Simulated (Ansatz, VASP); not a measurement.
**One calculation of NbH2, two programs**

```
Nb H
1.0
     0.00000    2.23493    2.23493
     2.23493    0.00000    2.23493
     2.23493    2.23493    0.00000
Nb H
1 2
Direct
  0.00000 0.00000 0.00000
  0.25000 0.25000 0.25000
  0.75000 0.75000 0.75000
```

Change from the starting cell: volume scaled by 0.94.

Alike in both runs: task single point; functional LDA; k mesh 15 × 15 × 15; occupations fermi-dirac, width 0.03 eV; no spin polarisation.

|  | VASP | Ansatz |
| --- | --- | --- |
| version | VASP 6.6.1 | Ansatz 0.2.0 |
| potentials or method | VASP PAW LDA potentials, release 64 (Nb_sv, H), cutoff 520 eV | all-electron LAPW, scalar-relativistic |

Ansatz gave:

```
pressure (GPa) : 3.5
```

Estimate VASP's values.

pressure (GPa): 3.4.

LDA's correlation is that of Perdew and Zunger in VASP and of Perdew and Wang (1992) in Ansatz. Ansatz ran all-electron here, and VASP with PAW potentials.
